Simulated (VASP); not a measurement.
# KCl (P-1) in VASP: a series of runs

KCl is run at these levels: PBEsol; tasks: single point.

Everything below comes from runs of VASP 6.6.1. Logs are shortened: lines on timing, memory, paths and dates and some standing lists are left out, and cuts for length are marked.

### Step 1. The cell of the first run

The typed cell holds 4 atoms: a = 4.312 Å, b = 4.312 Å, c = 7.408 Å, α = 75.56°, β = 75.56°, γ = 61.57°.

### Step 2. Single point, PBEsol (atoms displaced along a vibrational mode, the cell strained)

The input, INCAR:

```
  PREC = Accurate
  ENCUT = 520
  EDIFF = 1E-7
  ISMEAR = 0
  SIGMA = 0.05
  LREAL = False
  LASPH = True
  NELM = 100
  ALGO = Normal
  ISIF = 2
  LWAVE = False
  LCHARG = False
  GGA = PS
  NBANDS = 24
```

The input, KPOINTS:

```
regular mesh
0
Gamma
  6 6 6
```

The input, POSCAR:

```
KCl
1.0
    0.0000000000     -3.1207041401     -2.9749672567
   -3.1207041401      0.0000000000     -2.9749672567
    3.1207041401      3.1207041401     -5.9499345136
K Cl
2 2
Direct
    0.5000000000      0.5000000000      0.5000000000
    0.0000000000      1.0000000000      0.0000000000
    0.7829885571      0.7648586181      0.7500000000
    0.2170114429      0.2351413819      0.2500000000
```

Potentials or basis: VASP PAW PBE potentials, release 64 (K_sv, Cl).

Started as:

```console
$ cat potpaw_PBE.64/K_sv/POTCAR potpaw_PBE.64/Cl/POTCAR > POTCAR
$ mpirun -np 1 vasp_std > vasp.out
```

OUTCAR:

```text
PREC = Accurate
   ENCUT = 520
   EDIFF = 1E-7
   ISMEAR = 0
   LREAL = False
   LASPH = True
   NELM = 100
   ISIF = 2
   GGA = PS

 ion  position               nearest neighbor table
   1  0.500  0.500  0.500-   4 3.02   3 3.02   3 3.08   4 3.08   3 3.12   4 3.12
   2  0.000  0.000  0.000-   3 2.83   4 2.83   3 3.17   4 3.17   3 3.23   4 3.23
   3  0.783  0.765  0.750-   2 2.83   1 3.02   1 3.08   1 3.12   2 3.17   2 3.23
   4  0.217  0.235  0.250-   2 2.83   1 3.02   1 3.08   1 3.12   2 3.17   2 3.23

  LATTYP: Found a base centered monoclinic cell.
 ALAT       =     7.4080570579
 B/A-ratio  =     0.5957489372
 C/A-ratio  =     1.0000000000
 COS(beta)  =    -0.2901664076

  Lattice vectors:

 A1 = (   0.0000000000,   3.1207041401,   2.9749672567)
 A2 = (   3.1207041401,   0.0000000000,   2.9749672567)
 A3 = (   3.1207041401,   3.1207041401,  -5.9499345136)

Analysis of symmetry for initial positions (statically):
=====================================================================
 Subroutine PRICEL returns:
 Original cell was already a primitive cell.

 Routine SETGRP: Setting up the symmetry group for a
 base centered monoclinic supercell.

 Subroutine GETGRP returns: Found  2 space group operations
 (whereof  2 operations were pure point group operations)
 out of a pool of  4 trial point group operations.

The static configuration has the point symmetry S_2 .

Analysis of symmetry for dynamics (positions and initial velocities):
=====================================================================
 Subroutine PRICEL returns:
 Original cell was already a primitive cell.

 Routine SETGRP: Setting up the symmetry group for a
 base centered monoclinic supercell.

 Subroutine GETGRP returns: Found  2 space group operations
 (whereof  2 operations were pure point group operations)
 out of a pool of  4 trial point group operations.

The dynamic configuration has the point symmetry S_2 .

 Subroutine INISYM returns: Found  2 space group operations
 (whereof  2 operations are pure point group operations),
 and found     1 'primitive' translations

----------------------------------------------------------------------------------------

                                     Primitive cell

  volume of cell :     115.8904

  direct lattice vectors                    reciprocal lattice vectors
     0.000000000 -3.120704140 -2.974967257     0.080110125 -0.240330376 -0.084034538
    -3.120704140  0.000000000 -2.974967257    -0.240330376  0.080110125 -0.084034538
     3.120704140  3.120704140 -5.949934514     0.080110125  0.080110125 -0.084034538

  length of vectors
     4.311522296  4.311522296  7.408057058     0.266904712  0.266904712  0.141056967

  position of ions in fractional coordinates (direct lattice)
     0.500000000  0.500000000  0.500000000
     0.000000000  0.000000000  0.000000000
     0.782988557  0.764858618  0.750000000
     0.217011443  0.235141382  0.250000000

  ion indices of the primitive-cell ions
   primitive index   ion index
                 1           1
                 2           2
                 3           3
                 4           4

----------------------------------------------------------------------------------------

 KPOINTS: regular mesh

Automatic generation of k-mesh.
 Grid dimensions read from file:
 generate k-points for:    6    6    6

 Generating k-lattice:

  Cartesian coordinates                     Fractional coordinates (reciprocal lattice)
     0.013351688 -0.040055063 -0.014005756     0.166666667 -0.000000000  0.000000000
    -0.040055063  0.013351688 -0.014005756    -0.000000000  0.166666667  0.000000000
     0.013351688  0.013351688 -0.014005756    -0.000000000 -0.000000000  0.166666667

  Length of vectors
     0.044484119  0.044484119  0.023509495

  Shift w.r.t. Gamma in fractional coordinates (k-lattice)
     0.000000000  0.000000000  0.000000000

 Subroutine IBZKPT returns following result:
 ===========================================

 Found    112 irreducible k-points:

 Following reciprocal coordinates:
            Coordinates               Weight
  0.000000  0.000000  0.000000      1.000000
  0.166667  0.000000 -0.000000      2.000000
  0.000000 -0.166667  0.000000      2.000000
  0.333333  0.000000 -0.000000      2.000000
  0.000000 -0.333333  0.000000      2.000000
  0.500000 -0.000000  0.000000      1.000000
[... 16 lines left out ...]
  0.000000 -0.166667 -0.166667      2.000000
  0.333333  0.000000  0.166667      2.000000
 [... further k-points ...]
   k-points           NKPTS =    112   k-points in BZ     NKDIM =    112   number of bands    NBANDS=     24
   number of dos      NEDOS =    301   number of ions     NIONS =      4
   total plane-waves  NPLWV =  57344
   dimension x,y,z NGX =    32 NGY =   32 NGZ =   56
   dimension x,y,z NGXF=    64 NGYF=   64 NGZF=  112
   ions per type =               2   2
   NGX,Y,Z   is equivalent  to a cutoff of  12.34, 12.34, 12.57 a.u.
   NGXF,Y,Z  is equivalent  to a cutoff of  24.68, 24.68, 25.13 a.u.
 SYSTEM =  unknown system
   PREC   = accura    normal or accurate (medium, high low for compatibility)
   ISTART =      0    job   : 0-new  1-cont  2-samecut
   ICHARG =      2    charge: 1-file 2-atom 10-const
   ISPIN  =      1    spin polarized calculation?
   LNONCOLLINEAR =      F non collinear calculations
   LSORBIT =      F    spin-orbit coupling
   LASPH  =      T    aspherical Exc in radial PAW
   ENCUT  =  520.0 eV  38.22 Ry    6.18 a.u.   8.02  8.02 13.77*2*pi/ulx,y,z
   NELM   =    100;   NELMIN=  2; NELMDL= -5     # of ELM steps
   EDIFF  = 0.1E-06   stopping-criterion for ELM
   LREAL  =      F    real-space projection
   EDIFFG = 0.1E-05   stopping-criterion for IOM
   NSW    =      0    number of steps for IOM
   IBRION =     -1    ionic relax: 0-MD 1-quasi-New 2-CG
   NFREE  =      0    steps in history (QN), initial steepest desc. (CG)
   ISIF   =      2    stress and relaxation
   ISYM   =      2    0-nonsym 1-usesym 2-fastsym
   POTIM  = 0.5000    time-step for ionic-motion
   TEBEG  =    0.0;   TEEND  =   0.0 temperature during run
   PSTRESS=    0.0 pullay stress
   NELECT =      32.0000    total number of electrons
   NUPDOWN=      -1.0000    fix difference up-down
   EMIN   =  10.00;   EMAX   =-10.00  energy-range for DOS
   EFERMI =   0.00;   METHOD = LEGACY
   ISMEAR =     0;   SIGMA  =   0.05  broadening in eV -4-tet -1-fermi 0-gaus
   EFERMI_NEDOS =   21; number of points for ismear=-14 and -15
   IALGO  =     38    algorithm
   IMIX   =      4    mixing-type and parameters
     AMIX     =   0.40;   BMIX     =  1.00
     AMIX_MAG =   1.60;   BMIX_MAG =  1.00
  volume/ion in A,a.u.               =      28.97       195.52
  Fermi-wavevector in a.u.,A,eV,Ry     =   1.066045  2.014534 15.462379  1.136453
  Thomas-Fermi vector in A             =   2.201617
   LORBIT       =      0    0 simple, 1 ext, 2 COOP (PROOUT), +10 PAW based schemes
   GGA     = PS    functional components
   LHFCALC =     F    Hartree Fock is set to
   AEXX    =    0.0000 exact exchange contribution
   IVDW    =     0    specifies the selected vdW correction
   LEPSILON=     F    determine dielectric tensor
   LRPA    =     F    only Hartree local field effects (RPA)
 non-spin polarized calculation
 Gauss-broadening in eV      SIGMA  =   0.05
  energy-cutoff  :      520.00
  volume of cell :      115.89
 maximum number of plane-waves:      3142
   NGX = 17   NGY = 17   NGZ = 27

 number of electron      31.9999999 magnetization

 Free energy of the ion-electron system (eV)
  ---------------------------------------------------
  ext. energy  EPLUGINS =         0.00000000
  ---------------------------------------------------
  free energy    TOTEN  =       -13.91516972 eV

  energy without entropy =      -13.91516972  energy(sigma->0) =      -13.91516972

 E-fermi :  -1.2396     XC(G=0):  -8.0265

 val. band max:       -1.5415129733   @ k =   0.0000   0.0000   0.0000
 cond. band min:       3.6317300938   @ k =   0.0000   0.0000   0.0000
 fundamental gap:      5.1732430671
 Fermi energy:        -1.2395637733

 k-point     1 :       0.0000    0.0000    0.0000
  band No.  band energies     occupation
      1     -28.4761      2.00000
      2     -28.4361      2.00000
      3     -14.0443      2.00000
      4     -13.7894      2.00000
      5     -12.0238      2.00000
      6     -12.0213      2.00000
[... 16 lines left out ...]
     23       7.5165      0.00000
     24       8.0259      0.00000

 k-point     2 :       0.1667    0.0000   -0.0000
  band No.  band energies     occupation
      1     -28.4731      2.00000
      2     -28.4341      2.00000
      3     -13.9917      2.00000
      4     -13.8295      2.00000
      5     -12.0619      2.00000
      6     -12.0276      2.00000
[... 16 lines left out ...]
     23       7.8557      0.00000
     24       8.1926      0.00000

 k-point     3 :       0.0000   -0.1667    0.0000
  band No.  band energies     occupation
      1     -28.4731      2.00000
      2     -28.4340      2.00000
      3     -13.9915      2.00000
      4     -13.8306      2.00000
      5     -12.0616      2.00000
      6     -12.0283      2.00000
[... 16 lines left out ...]
     23       7.9036      0.00000
     24       8.1621      0.00000

 k-point     4 :       0.3333    0.0000   -0.0000
  band No.  band energies     occupation
      1     -28.4671      2.00000
      2     -28.4301      2.00000
      3     -13.9143      2.00000
      4     -13.8668      2.00000
      5     -12.1287      2.00000
      6     -12.0459      2.00000
[... 16 lines left out ...]
     23       8.3621      0.00000
     24       8.5812      0.00000

 k-point     5 :       0.0000   -0.3333    0.0000
  band No.  band energies     occupation
      1     -28.4672      2.00000
      2     -28.4300      2.00000
      3     -13.9154      2.00000
      4     -13.8679      2.00000
      5     -12.1291      2.00000
      6     -12.0470      2.00000
[... 451 lines left out ...]
 k-point    22 :       0.1667    0.0000    0.1667
  band No.  band energies     occupation
      1     -28.4729      2.00000
      2     -28.4343      2.00000
      3     -13.9806      2.00000
      4     -13.8437      2.00000
      5     -12.0571      2.00000
      6     -12.0302      2.00000
[... 16 lines left out ...]
     23       7.8985      0.00000
     24       8.2615      0.00000

 k-point    23 :       0.0000   -0.1667   -0.1667
  band No.  band energies     occupation
      1     -28.4729      2.00000
      2     -28.4342      2.00000
      3     -13.9729      2.00000
      4     -13.8535      2.00000
      5     -12.0562      2.00000
      6     -12.0302      2.00000
[... 16 lines left out ...]
     23       7.9048      0.00000
     24       8.2614      0.00000

 k-point    24 :       0.3333    0.0000    0.1667
  band No.  band energies     occupation
      1     -28.4671      2.00000
      2     -28.4301      2.00000
      3     -13.9611      2.00000
      4     -13.8149      2.00000
      5     -12.1458      2.00000
      6     -12.0522      2.00000
[... 16 lines left out ...]
     23       8.3295      0.00000
     24       8.6575      0.00000

 [... further k-points ...]
[... 5 lines left out ...]
  --------------------------------------------------------------------------------------
  -------------------------------------------------------------------------------------
  Total        0.2864329      0.4632666      2.7846455     -0.0086587     -0.1365869     -0.0663100
  in kB        3.9599169      6.4046320     38.4975530     -0.1197062     -1.8883057     -0.9167319
  external PRESSURE =      16.2873673 kB  Pullay stress =       0.0000000 kB

 VOLUME and BASIS-vectors are now :
 -----------------------------------------------------------------------------
  energy-cutoff  :      520.00
  volume of cell :      115.89
      direct lattice vectors                 reciprocal lattice vectors
     0.000000000 -3.120704140 -2.974967257     0.080110125 -0.240330376 -0.084034538
    -3.120704140  0.000000000 -2.974967257    -0.240330376  0.080110125 -0.084034538
     3.120704140  3.120704140 -5.949934514     0.080110125  0.080110125 -0.084034538

 POSITION                                       TOTAL-FORCE (eV/Angst)
 -----------------------------------------------------------------------------------
      0.00000      0.00000     -5.94993         0.000000      0.000000      0.000000
      0.00000      0.00000      0.00000         0.000000      0.000000      0.000000
     -0.04637     -0.10295     -9.06725         0.062603      0.148017      0.448289
      0.04637      0.10295     -2.83262        -0.062603     -0.148017     -0.448289
 -----------------------------------------------------------------------------------
    total drift:                               -0.000000     -0.000000      0.000000

  FREE ENERGIE OF THE ION-ELECTRON SYSTEM (eV)
  ---------------------------------------------------
  free  energy   TOTEN  =       -13.9151697205 eV

  energy  without entropy=      -13.9151697205  energy(sigma->0) =      -13.91516972
```

Run time: 3.2 min. Hardware: 1 thread of Intel Xeon Platinum 8375C at 2.90GHz (Ice Lake), shared host; peak memory 0.4 GiB.

What came out:

| Quantity | Value |
| --- | --- |
| Free energy | -13.9152 eV |
| Pressure | 1.6 GPa |
| Largest force | 0.476 eV/Å |
| Band gap on the k mesh | 5.17 eV |

Forces in eV/Å, atoms in the order of the input:
```
K    0.000  0.000  0.000
K    0.000  0.000  0.000
Cl   0.063  0.148  0.448
Cl  -0.063 -0.148 -0.448
```

Caveat: the cell differs from its parent crystal (atoms displaced along a vibrational mode, the cell strained); the PAW data sets were made with another functional, which shifts forces and pressure a little. A k mesh can miss the band edges.

### Step 3. Single point, PBEsol (atoms displaced along a vibrational mode, the cell strained)

The input, INCAR:

```
SYSTEM = KCl
ALGO = Normal
EDIFF = 1E-6
ENCUT = 520
GGA = PS
ISIF = 2
ISMEAR = 0
LASPH = .TRUE.
LCHARG = .FALSE.
LREAL = .FALSE.
LWAVE = .FALSE.
NBANDS = 24
NELM = 80
PREC = Accurate
SIGMA = 0.05
```

The input, KPOINTS:

```
k-points
0
G
  6 6 6
  0 0 0
```

POSCAR, as its differences from that of step 2:

```diff
@@ -10,3 +10,3 @@
     0.0000000000      1.0000000000      0.0000000000
-    0.7829885571      0.7648586181      0.7500000000
-    0.2170114429      0.2351413819      0.2500000000
+    0.7939847428      0.7698114908      0.7500000000
+    0.2060152572      0.2301885092      0.2500000000
```

Potentials or basis: VASP PAW PBE potentials, release 64 (K_sv, Cl).

Started as:

```console
$ cat potpaw_PBE.64/K_sv/POTCAR potpaw_PBE.64/Cl/POTCAR > POTCAR
$ mpirun -np 1 vasp_std > vasp.out
```

Wall time 2.9 min (1 thread of Intel Xeon Platinum 8375C at 2.90GHz (Ice Lake), shared host); peak memory 0.4 GiB.

Results (log left out):

```yaml
Free_energy: -13.8509 eV
Pressure: 1.9 GPa
Largest_force: 0.649 eV/Å
Band_gap_on_the_k_mesh: 5.14 eV
```

Forces on the atoms (eV/Å):
```
K    0.000  0.000  0.000
K    0.000  0.000  0.000
Cl   0.079  0.194  0.614
Cl  -0.079 -0.194 -0.614
```

Stress tensor (GPa, compression positive):
```
 0.41 -0.02 -0.17
-0.02  0.84 -0.34
-0.17 -0.34  4.53
```

Levels at points of the mesh, in eV from the valence-band top:
| k point | band 12 | band 13 | band 14 | band 15 | band 16 | band 17 | band 18 | band 19 | band 20 | band 21 |
| --- | --- | --- | --- | --- | --- | --- | --- | --- | --- | --- |
| (0.00, 0.00, 0.00) | -0.49 | -0.47 | -0.09 | -0.07 | 0.00 | 5.14 | 7.55 | 8.07 | 8.12 | 8.26 |
| (0.50, 0.00, 0.00) | -0.91 | -0.63 | -0.45 | -0.40 | -0.31 | 7.09 | 7.38 | 8.27 | 8.39 | 9.79 |
| (0.00, 0.50, 0.00) | -0.93 | -0.59 | -0.47 | -0.42 | -0.33 | 7.14 | 7.32 | 8.25 | 8.39 | 9.96 |
| (0.50, 0.50, 0.00) | -0.67 | -0.53 | -0.50 | -0.37 | -0.36 | 6.20 | 7.60 | 8.45 | 8.83 | 10.16 |
| (0.00, 0.00, 0.50) | -0.75 | -0.32 | -0.30 | -0.28 | -0.21 | 6.35 | 6.48 | 8.03 | 8.05 | 8.83 |
| (0.50, 0.00, 0.50) | -0.82 | -0.51 | -0.48 | -0.31 | -0.23 | 6.31 | 7.56 | 8.41 | 8.57 | 10.00 |
| (0.00, 0.50, 0.50) | -0.84 | -0.51 | -0.46 | -0.30 | -0.23 | 6.33 | 7.53 | 8.33 | 8.50 | 10.07 |
| (0.50, 0.50, 0.50) | -0.92 | -0.54 | -0.48 | -0.39 | -0.37 | 6.97 | 7.32 | 8.25 | 8.36 | 9.90 |

Caveat: the cell differs from its parent crystal (atoms displaced along a vibrational mode, the cell strained); the PAW data sets were made with another functional, which shifts forces and pressure a little. A k mesh can miss the band edges.
